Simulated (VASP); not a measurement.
# SiNi3 (Pm-3m) in VASP: a series of runs, part 2 of 2

VASP 6.6.1.

## Step 3: Single point, PBE, collinear spin, ferromagnetic start

This run uses another cell than the first one, of 10.89 Å³/atom, 1.021 times its volume.

File INCAR:

```
ALGO = Normal
EDIFF = 1E-6
ENCUT = 520
GGA = PE
ISIF = 2
ISMEAR = -1
ISPIN = 2
LASPH = True
LCHARG = True
LELF = True
LMAXMIX = 4
LORBIT = 11
LREAL = False
LVHAR = True
LWAVE = False
MAGMOM = 1 1 1 0
NBANDS = 29
NELM = 150
PREC = Accurate
SIGMA = 0.05
```

File KPOINTS:

```
k-points
0
Gamma
  8 8 8
```

File POSCAR:

```
SiNi3
1.0
    3.5182274716      0.0000000000      0.0000000000
    0.0000000000      3.5182274716      0.0000000000
    0.0000000000      0.0000000000      3.5182274716
Ni Si
3 1
Direct
    0.5000000000      0.5000000000      0.0000000000
    0.5000000000      0.0000000000      0.5000000000
    0.0000000000      0.5000000000      0.5000000000
    0.0000000000      0.0000000000      0.0000000000
```

Potentials or basis: VASP PAW PBE potentials, release 64 (Ni, Si).

Run with:

```sh
$ cat potpaw_PBE.64/Ni/POTCAR potpaw_PBE.64/Si/POTCAR > POTCAR
$ mpirun -np 1 vasp_std > vasp.out
```

Wall time 3.3 min (1 thread of Intel Xeon 8259CL, shared host); peak memory 0.21 GiB.

It converged, with:

| Property | Result |
| --- | --- |
| Free energy | -23.6850 eV |
| Pressure | -2.1 GPa |
| Band gap on the k mesh | zero (filled and empty bands overlap) |
| Net moment | 0.00 μB per cell |
| Valence electrons inside the program's atomic spheres | Ni 9.44; Si 1.54 |

Levels at points of the mesh, in eV from the Fermi level:
Spin up:
| k point | band 15 | band 16 | band 17 | band 18 | band 19 | band 20 |
| --- | --- | --- | --- | --- | --- | --- |
| (0.00, 0.00, 0.00) | -0.62 | -0.30 | 0.03 | 0.03 | 0.03 | 4.73 |
| (0.50, 0.00, 0.00) | -1.13 | -0.55 | 0.03 | 3.56 | 3.56 | 5.12 |
| (0.50, 0.50, 0.00) | -1.09 | -1.00 | -0.93 | 0.64 | 0.64 | 5.52 |
| (0.50, 0.50, 0.50) | -1.22 | -0.37 | -0.21 | -0.21 | -0.21 | 1.16 |
Spin down:
```
           k point  band 14  band 15  band 16  band 17  band 18  band 19  band 20  band 21
(0.00, 0.00, 0.00)    -0.62    -0.62    -0.30     0.03     0.03     0.03     4.73     6.28
(0.50, 0.00, 0.00)    -1.27    -1.13    -0.55     0.03     3.56     3.56     5.12     5.24
(0.50, 0.50, 0.00)    -1.40    -1.09    -1.00    -0.93     0.64     0.64     5.52     6.28
(0.50, 0.50, 0.50)    -1.22    -1.22    -0.37    -0.21    -0.21    -0.21     1.16     3.98
```

## Step 4: Single point, PBE, collinear spin, ferromagnetic start

This run uses another cell than the first one, of 11.55 Å³/atom, 1.083 times its volume.

File INCAR:

```
  PREC = Accurate
  ENCUT = 520
  EDIFF = 1E-7
  ISMEAR = -1
  SIGMA = 0.05
  LREAL = False
  LASPH = True
  NELM = 150
  ALGO = Fast
  ISIF = 2
  LWAVE = False
  LCHARG = False
  ISPIN = 2
  MAGMOM = 1 1 1 0
  LORBIT = 11
  LMAXMIX = 4
  GGA = PE
  NBANDS = 29
```

File KPOINTS:

```
Automatic mesh
0
Gamma
  8 8 8
```

File POSCAR:

```
SiNi3
1.0
    3.5886106083      0.0000000000      0.0000000000
    0.0000000000      3.5886106083      0.0000000000
    0.0000000000      0.0000000000      3.5886106083
Ni Si
3 1
Direct
    0.5000000000      0.5000000000      0.0000000000
    0.5000000000      0.0000000000      0.5000000000
    0.0000000000      0.5000000000      0.5000000000
    0.0000000000      0.0000000000      0.0000000000
```

Potentials or basis: VASP PAW PBE potentials, release 64 (Ni, Si).

Run with:

```sh
$ cat potpaw_PBE.64/Ni/POTCAR potpaw_PBE.64/Si/POTCAR > POTCAR
$ mpirun -np 1 vasp_std > vasp.out
```

OUTCAR:

```text
PREC = Accurate
   ENCUT = 520
   EDIFF = 1E-7
   ISMEAR = -1
   LREAL = False
   LASPH = True
   NELM = 150
   ISIF = 2
   ISPIN = 2
   LORBIT = 11
   GGA = PE

 ion  position               nearest neighbor table
   1  0.500  0.500  0.000-   2 2.54   3 2.54   4 2.54   2 2.54   3 2.54   2 2.54   4 2.54   2 2.54
                             3 2.54   4 2.54   3 2.54   4 2.54
   2  0.500  0.000  0.500-   1 2.54   3 2.54   4 2.54   1 2.54   4 2.54   1 2.54   3 2.54   1 2.54
                             3 2.54   4 2.54   4 2.54   3 2.54
   3  0.000  0.500  0.500-   1 2.54   2 2.54   4 2.54   1 2.54   4 2.54   2 2.54   4 2.54   4 2.54
                             1 2.54   2 2.54   1 2.54   2 2.54
   4  0.000  0.000  0.000-   1 2.54   2 2.54   3 2.54   2 2.54   3 2.54   1 2.54   3 2.54   3 2.54
                             1 2.54   2 2.54   2 2.54   1 2.54

  LATTYP: Found a simple cubic cell.
 ALAT       =     3.5886106083

  Lattice vectors:

 A1 = (   3.5886106083,   0.0000000000,   0.0000000000)
 A2 = (   0.0000000000,   3.5886106083,   0.0000000000)
 A3 = (   0.0000000000,   0.0000000000,   3.5886106083)

[... 1742 lines left out ...]
     29      25.9692      0.00000

 [... further k-points ...]
[... 5 lines left out ...]
  --------------------------------------------------------------------------------------
  -------------------------------------------------------------------------------------
  Total       -3.5941969     -3.5941969     -3.5941969      0.0000000     -0.0000000      0.0000000
  in kB     -124.6044185   -124.6044185   -124.6044185      0.0000000     -0.0000000      0.0000000
  external PRESSURE =    -124.6044185 kB  Pullay stress =       0.0000000 kB

 VOLUME and BASIS-vectors are now :
 -----------------------------------------------------------------------------
  energy-cutoff  :      520.00
  volume of cell :       46.21
      direct lattice vectors                 reciprocal lattice vectors
     3.588610608  0.000000000  0.000000000     0.278659378  0.000000000  0.000000000
     0.000000000  3.588610608  0.000000000     0.000000000  0.278659378  0.000000000
     0.000000000  0.000000000  3.588610608     0.000000000  0.000000000  0.278659378

 POSITION                                       TOTAL-FORCE (eV/Angst)
 -----------------------------------------------------------------------------------
      1.79431      1.79431      0.00000         0.000000      0.000000      0.000000
      1.79431      0.00000      1.79431         0.000000      0.000000      0.000000
      0.00000      1.79431      1.79431         0.000000      0.000000      0.000000
      0.00000      0.00000      0.00000         0.000000      0.000000      0.000000
 -----------------------------------------------------------------------------------
    total drift:                                0.000000      0.000000      0.000000

  FREE ENERGIE OF THE ION-ELECTRON SYSTEM (eV)
  ---------------------------------------------------
  free  energy   TOTEN  =       -23.5592190758 eV

  energy  without entropy=      -23.5399582214  energy(sigma->0) =      -23.54958865

 total charge

# of ion       s       p       d       tot
------------------------------------------
    1        0.454   0.501   8.376   9.331
    2        0.454   0.501   8.376   9.331
    3        0.454   0.501   8.376   9.331
    4        0.731   0.783   0.000   1.514
--------------------------------------------------
tot          2.094   2.286  25.128  29.508

 magnetization (x)

# of ion       s       p       d       tot
------------------------------------------
    1       -0.000  -0.000   0.000   0.000
    2       -0.000  -0.000   0.000   0.000
    3       -0.000  -0.000   0.000   0.000
    4       -0.000  -0.000   0.000  -0.000
--------------------------------------------------
tot         -0.000  -0.000   0.000   0.000
```

stdout:

```text
POSCAR found type information on POSCAR NiSi
 POSCAR found :  2 types and       4 ions
 scaLAPACK will be used
 LDA part: xc-table for (Slater+PW92), standard interpolation
 POSCAR, INCAR and KPOINTS ok, starting setup
 FFT: planning ... GRIDC
 FFT: planning ... GRID_SOFT
 FFT: planning ... GRID
 WAVECAR not read
 entering main loop
WARNING in EDDRMM: call to ZHEGV failed, returncode =   6  3     28
```

Wall time 3.6 min (1 thread of Intel Xeon 8259CL, shared host); peak memory 0.21 GiB.

Results:

```
Free energy                                           : -23.5592 eV
Pressure                                              : -12.5 GPa
Band gap on the k mesh                                : zero (filled and empty bands overlap)
Net moment                                            : 0.00 μB per cell
Valence electrons inside the program's atomic spheres : Ni 9.33; Si 1.51
```

## Step 5: The runs side by side

```csv
cell,gap on the mesh (eV),pressure (GPa),moment (μB)
"a = 3.494 Å, 4 atoms",none,2.3,0.00
"a = 3.518 Å, 4 atoms",none,-2.1,0.00
"a = 3.589 Å, 4 atoms",none,-12.5,0.00
```

Alike in all rows: task single point; level PBE; potentials or basis VASP PAW PBE potentials, release 64 (Ni, Si); spin collinear, ferromagnetic start; k mesh 8 × 8 × 8; cutoff (eV) 520; smearing fermi-dirac 0.05 eV.

Total energies depend on the potentials used, so only differences within one code and one set of settings carry meaning.
